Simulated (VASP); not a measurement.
# GaP (F-43m) in VASP: settings compared

The runs below take GaP through single point, with PBEsol-based screened hybrid with 25 % exact exchange, PBE0, r2SCAN.

Program: VASP 6.6.1. These are calculated values, not measurements. Logs are shortened: lines on timing, memory, paths and dates and some standing lists are left out, and cuts for length are marked.

**The experiment to reproduce.**

“Stacking defects in GaP nanowires: Electronic structure and optical properties”, 2018, arxiv:1810.01194 quotes, for a bulk crystal of GaP at 10 K: band gap 2.34 eV (indirect).

The results are compared with them further down.

### 1 The cell of the first run

Symmetry: F-43m, No. 216, cubic system. The conventional cell has a = 5.557 Å, b = 5.557 Å, c = 5.557 Å, α = 90.00°, β = 90.00°, γ = 90.00°. Ga (site symmetry -43m) has 4 P at 2.41 Å within 3.2 Å. P (site symmetry -43m) has 4 Ga at 2.41 Å within 3.2 Å.

### 2 Single point, PBEsol-based screened hybrid with 25 % exact exchange

File POSCAR:

```
GaP
1.0
    0.0000000000      2.7786998443      2.7786998443
    2.7786998443      0.0000000000      2.7786998443
    2.7786998443      2.7786998443      0.0000000000
Ga P
1 1
Direct
    0.0000000000      0.0000000000      0.0000000000
    0.7500000000      0.7500000000      0.7500000000
```

File INCAR.step1:

```
SYSTEM = GaP
ALGO     = Normal         ! electronic algorithm
EDIFF    = 1E-5           ! SCF threshold, eV
ENCUT    = 520            ! plane-wave cutoff, eV
GGA      = PE             ! functional
ISIF     = 2              ! what is computed and relaxed
ISMEAR   = -1             ! smearing method
LASPH    = .TRUE.         ! aspherical terms in the spheres
LCHARG   = .FALSE.        ! write CHGCAR
LREAL    = .FALSE.        ! projectors in reciprocal space
LWAVE    = .TRUE.         ! write WAVECAR
NBANDS   = 16             ! bands
NELM     = 100            ! most SCF steps
PREC     = Accurate       ! precision mode
SIGMA    = 0.05           ! smearing width, eV
```

File INCAR.step2:

```
SYSTEM = GaP
AEXX     = 0.25           ! exact-exchange fraction
ALGO     = Normal         ! electronic algorithm
EDIFF    = 1E-6           ! SCF threshold, eV
ENCUT    = 520            ! plane-wave cutoff, eV
GGA      = PS             ! functional
HFSCREEN = 0.207          ! screening, 1/A
ISIF     = 2              ! what is computed and relaxed
ISMEAR   = -1             ! smearing method
ISTART   = 1            
LASPH    = .TRUE.         ! aspherical terms in the spheres
LCHARG   = .FALSE.        ! write CHGCAR
LHFCALC  = .TRUE.         ! exact exchange
LREAL    = .FALSE.        ! projectors in reciprocal space
LWAVE    = .FALSE.        ! write WAVECAR
NBANDS   = 16             ! bands
NELM     = 100            ! most SCF steps
PREC     = Accurate       ! precision mode
PRECFOCK = Normal       
SIGMA    = 0.05           ! smearing width, eV
```

File KPOINTS:

```
k-points
0
G
  4 4 4
  0 0 0
```

Potentials or basis: VASP PAW PBE potentials, release 64 (Ga_d, P).

Command:

```bash
cat potpaw_PBE.64/Ga_d/POTCAR potpaw_PBE.64/P/POTCAR > POTCAR
cp INCAR.step1 INCAR
mpirun -np 1 vasp_std > vasp.out
cp INCAR.step2 INCAR
mpirun -np 1 vasp_std > vasp.out
```

OUTCAR:

```text
SYSTEM = GaP
   AEXX = 0.25
   EDIFF = 1E-6
   ENCUT = 520
   GGA = PS
   HFSCREEN = 0.207
   ISIF = 2
   ISMEAR = -1
   ISTART = 1
   LASPH = .TRUE.
   LHFCALC = .TRUE.
   LREAL = .FALSE.
   NELM = 100
   PREC = Accurate
   PRECFOCK = Normal

 ion  position               nearest neighbor table
   1  0.000  0.000  0.000-   2 2.41   2 2.41   2 2.41   2 2.41
   2  0.750  0.750  0.750-   1 2.41   1 2.41   1 2.41   1 2.41

  LATTYP: Found a face centered cubic cell.
 ALAT       =     5.5573996886

  Lattice vectors:

 A1 = (   0.0000000000,   2.7786998443,   2.7786998443)
 A2 = (   2.7786998443,   0.0000000000,   2.7786998443)
 A3 = (   2.7786998443,   2.7786998443,   0.0000000000)

Analysis of symmetry for initial positions (statically):
=====================================================================
 Subroutine PRICEL returns:
 Original cell was already a primitive cell.

 Routine SETGRP: Setting up the symmetry group for a
 face centered cubic supercell.

 Subroutine GETGRP returns: Found 24 space group operations
 (whereof 24 operations were pure point group operations)
 out of a pool of 48 trial point group operations.

The static configuration has the point symmetry T_d .

Analysis of symmetry for dynamics (positions and initial velocities):
=====================================================================
 Subroutine PRICEL returns:
 Original cell was already a primitive cell.

 Routine SETGRP: Setting up the symmetry group for a
 face centered cubic supercell.

 Subroutine GETGRP returns: Found 24 space group operations
 (whereof 24 operations were pure point group operations)
 out of a pool of 48 trial point group operations.

The dynamic configuration has the point symmetry T_d .

 Subroutine INISYM returns: Found 24 space group operations
 (whereof 24 operations are pure point group operations),
 and found     1 'primitive' translations

----------------------------------------------------------------------------------------

                                     Primitive cell

  volume of cell :      42.9096

  direct lattice vectors                    reciprocal lattice vectors
     0.000000000  2.778699844  2.778699844    -0.179940270  0.179940270  0.179940270
     2.778699844  0.000000000  2.778699844     0.179940270 -0.179940270  0.179940270
     2.778699844  2.778699844  0.000000000     0.179940270  0.179940270 -0.179940270
[... 73 lines left out ...]
   ISIF   =      2    stress and relaxation
   ISYM   =      3    0-nonsym 1-usesym 2-fastsym
   POTIM  = 0.5000    time-step for ionic-motion
   TEBEG  =    0.0;   TEEND  =   0.0 temperature during run
   PSTRESS=    0.0 pullay stress
   NELECT =      18.0000    total number of electrons
   NUPDOWN=      -1.0000    fix difference up-down
   EMIN   =  10.00;   EMAX   =-10.00  energy-range for DOS
   EFERMI =   0.00;   METHOD = LEGACY
   ISMEAR =    -1;   SIGMA  =   0.05  broadening in eV -4-tet -1-fermi 0-gaus
   EFERMI_NEDOS =   21; number of points for ismear=-14 and -15
   IALGO  =     38    algorithm
   IMIX   =      1    mixing-type and parameters
     AMIX     =   0.40;   BMIX     =  1.00
     AMIX_MAG =   1.60;   BMIX_MAG =  1.00
  volume/ion in A,a.u.               =      21.45       144.78
  Fermi-wavevector in a.u.,A,eV,Ry     =   1.225502  2.315863 20.433980  1.501855
  Thomas-Fermi vector in A             =   2.360538
   LORBIT       =      0    0 simple, 1 ext, 2 COOP (PROOUT), +10 PAW based schemes
   GGA     = PS    functional components
   LHFCALC =     T    Hartree Fock is set to
   PRECFOCK=normal    Normal, Fast or Accurate (Low or Medium for compatibility)
   ENCUT4O =  -1.0   cutoff for four orbital integrals eV
   NKREDX  =     1    reduce k-point grid by
   NKREDY  =     1    reduce k-point grid by
   NKREDZ  =     1    reduce k-point grid by
   AEXX    =    0.2500 exact exchange contribution
   HFSCREEN=    0.2070 screening length (either q_TF or 0.3 A-1)
   HFSCREENC=   0.2070 screening length for correlation (either q_TF or 0.3 A-1)
   ENCUTFOCK=  -1.0 apply spherical cutoff to Coloumb kernel
   IVDW    =     0    specifies the selected vdW correction
   LEPSILON=     F    determine dielectric tensor
   LRPA    =     F    only Hartree local field effects (RPA)
 non-spin polarized calculation
  energy-cutoff  :      520.00
  volume of cell :       42.91
 maximum number of plane-waves:      1174
 NGX is ok and might be reduce to    30
  NGX = 24; NGY = 24; NGZ = 24

 number of electron      18.0000013 magnetization

 Free energy of the ion-electron system (eV)
  ---------------------------------------------------
  ext. energy  EPLUGINS =         0.00000000
  ---------------------------------------------------
  free energy    TOTEN  =       -11.14483574 eV

  energy without entropy =      -11.14483574  energy(sigma->0) =      -11.14483574

 E-fermi :   4.6527     XC(G=0):  -8.0698

 val. band max:        3.6011865994   @ k =   0.0000   0.0000   0.0000
 cond. band min:       5.8211106209   @ k =   0.0000   0.0000   0.0000
 fundamental gap:      2.2199240215
 Fermi energy:         4.6527024020

 k-point     1 :       0.0000    0.0000    0.0000
  band No.  band energies     occupation
      1     -13.4041      2.00000
      2     -13.4041      2.00000
      3     -13.4041      2.00000
      4     -13.3186      2.00000
      5     -13.3186      2.00000
      6      -9.7436      2.00000
[... 129 lines left out ...]
      3     -13.3576      2.00000
      4     -13.3303      2.00000
      5     -13.3122      2.00000
      6      -6.7027      2.00000
[... 8 lines left out ...]
     15      16.5727      0.00000
     16      18.3496      0.00000

------------------------ aborting loop because EDIFF is reached ----------------------------------------

  FORCE on cell =-STRESS in cart. coord.  units (eV):
  Direction    XX          YY          ZZ          XY          YZ          ZX
  --------------------------------------------------------------------------------------
  -------------------------------------------------------------------------------------
  Total       -1.5257667     -1.5257667     -1.5257667     -0.0000000      0.0000000     -0.0000000
  in kB      -56.9696834    -56.9696834    -56.9696834     -0.0000000      0.0000000     -0.0000000
  external PRESSURE =     -56.9696834 kB  Pullay stress =       0.0000000 kB

 VOLUME and BASIS-vectors are now :
 -----------------------------------------------------------------------------
  energy-cutoff  :      520.00
  volume of cell :       42.91
      direct lattice vectors                 reciprocal lattice vectors
     0.000000000  2.778699844  2.778699844    -0.179940270  0.179940270  0.179940270
     2.778699844  0.000000000  2.778699844     0.179940270 -0.179940270  0.179940270
     2.778699844  2.778699844  0.000000000     0.179940270  0.179940270 -0.179940270

 POSITION                                       TOTAL-FORCE (eV/Angst)
 -----------------------------------------------------------------------------------
      0.00000      0.00000      0.00000         0.000000      0.000000      0.000000
      4.16805      4.16805      4.16805        -0.000000     -0.000000     -0.000000
 -----------------------------------------------------------------------------------
    total drift:                                0.000073      0.000081      0.000057

  FREE ENERGIE OF THE ION-ELECTRON SYSTEM (eV)
  ---------------------------------------------------
  free  energy   TOTEN  =       -11.1448357402 eV

  energy  without entropy=      -11.1448357402  energy(sigma->0) =      -11.14483574
```

OUTCAR.step1:

```text
SYSTEM = GaP
   EDIFF = 1E-5
   ENCUT = 520
   GGA = PE
   ISIF = 2
   ISMEAR = -1
   LASPH = .TRUE.
[... 354 lines left out ...]
      0.00000      0.00000      0.00000         0.000000      0.000000      0.000000
      4.16805      4.16805      4.16805        -0.000000     -0.000000     -0.000000
 -----------------------------------------------------------------------------------
    total drift:                               -0.000002     -0.000002     -0.000002

  FREE ENERGIE OF THE ION-ELECTRON SYSTEM (eV)
  ---------------------------------------------------
  free  energy   TOTEN  =        -8.9835130444 eV

  energy  without entropy=       -8.9835129079  energy(sigma->0) =       -8.98351298
```

OSZICAR.step1:

```text
N       E                     dE             d eps       ncg     rms          rms(c)
DAV:   1     0.935262010830E+02    0.93526E+02   -0.88675E+03   264   0.157E+03
DAV:   2    -0.154206146920E+01   -0.95068E+02   -0.91299E+02   320   0.346E+02
DAV:   3    -0.914527305449E+01   -0.76032E+01   -0.75848E+01   320   0.717E+01
DAV:   4    -0.926289734115E+01   -0.11762E+00   -0.11760E+00   320   0.995E+00
DAV:   5    -0.926505808359E+01   -0.21607E-02   -0.21607E-02   312   0.124E+00    0.402E+00
DAV:   6    -0.900739559232E+01    0.25766E+00   -0.40329E-01   392   0.101E+01    0.266E+00
DAV:   7    -0.898175855075E+01    0.25637E-01   -0.93607E-02   344   0.196E+00    0.109E+00
DAV:   8    -0.898276331126E+01   -0.10048E-02   -0.14701E-02   272   0.142E+00    0.167E-01
DAV:   9    -0.898332125551E+01   -0.55794E-03   -0.15216E-03   304   0.549E-01    0.906E-02
DAV:  10    -0.898342151452E+01   -0.10026E-03   -0.13016E-04   344   0.111E-01    0.481E-02
DAV:  11    -0.898351353824E+01   -0.92024E-04   -0.12843E-04   304   0.987E-02    0.562E-03
DAV:  12    -0.898351304439E+01    0.49385E-06   -0.34611E-06   248   0.250E-02
   1 F= -.89835130E+01 E0= -.89835130E+01  d E =-.136530E-06
```

It took 2.8 min on 1 thread of Intel Xeon 6975P-C (Granite Rapids), shared host; peak memory 0.27 GiB.

Results:

| Item | Value |
| --- | --- |
| Free energy | -11.1448 eV |
| Pressure | -5.7 GPa |
| Band gap on the k mesh | 2.22 eV |

Levels at points of the mesh, in eV from the valence-band top:
```csv
k point,band 7,band 8,band 9,band 10,band 11,band 12
"(0.00, 0.00, 0.00)",0.00,0.00,0.00,2.22,4.72,4.72
"(0.50, 0.00, 0.00)",-6.93,-1.13,-1.13,2.24,5.57,5.57
"(0.50, 0.50, 0.00)",-7.10,-2.74,-2.74,2.31,2.53,11.54
```

Caveat: the k points lie up to 0.49 Å⁻¹ apart; the PAW data sets were made with another functional, which shifts forces and pressure a little.

### 3 Single point, PBEsol-based screened hybrid with 25 % exact exchange

This run uses another cell than the first one, of 20.24 Å³/atom.

File POSCAR:

```
GaP
1.0
    0.0000000000      2.7252500000      2.7252500000
    2.7252500000      0.0000000000      2.7252500000
    2.7252500000      2.7252500000      0.0000000000
Ga P
1 1
Direct
    0.0000000000      0.0000000000      0.0000000000
    0.7500000000      0.7500000000      0.7500000000
```

File INCAR.step1:

```
SYSTEM = GaP
PREC = Accurate
ENCUT = 520
EDIFF = 1E-5
ISMEAR = -1
SIGMA = 0.05
LREAL = .FALSE.
LASPH = .TRUE.
NELM = 100
ALGO = Normal
ISIF = 2
LWAVE = .TRUE.
LCHARG = .FALSE.
GGA = PE
NBANDS = 16
```

File INCAR.step2:

```
SYSTEM = GaP
PREC = Accurate
ENCUT = 520
EDIFF = 1E-6
ISMEAR = -1
SIGMA = 0.05
LREAL = .FALSE.
LASPH = .TRUE.
NELM = 100
ALGO = Normal
ISIF = 2
LWAVE = .FALSE.
LCHARG = .FALSE.
GGA = PS
LHFCALC = .TRUE.
AEXX = 0.25
HFSCREEN = 0.207
PRECFOCK = Normal
ISTART = 1
NBANDS = 16
```

File KPOINTS:

```
Automatic mesh
0
G
  5 5 5
  0 0 0
```

Potentials or basis: VASP PAW PBE potentials, release 64 (Ga_d, P).

Command:

```bash
cat potpaw_PBE.64/Ga_d/POTCAR potpaw_PBE.64/P/POTCAR > POTCAR
cp INCAR.step1 INCAR
mpirun -np 1 vasp_std > vasp.out
cp INCAR.step2 INCAR
mpirun -np 1 vasp_std > vasp.out
```

It took 5.7 min on 1 thread of Intel Xeon 6975P-C (Granite Rapids), shared host; peak memory 0.27 GiB.

Results (log left out):

| Item | Value |
| --- | --- |
| Free energy | -11.2893 eV |
| Pressure | -1.5 GPa |
| Band gap on the k mesh | 2.19 eV (least direct gap 2.71 eV) |

Levels at points of the mesh, in eV from the valence-band top:
```tsv
k point	band 5	band 6	band 7	band 8	band 9	band 10	band 11	band 12	band 13	band 14
(0.00, 0.00, 0.00)	-16.95	-13.81	0.00	0.00	0.00	2.71	4.72	4.72	4.72	9.68
```

Caveat: the PAW data sets were made with another functional, which shifts forces and pressure a little; an odd mesh through Γ misses points on the zone boundary, where band edges can lie.

[end of part 1 of 2]
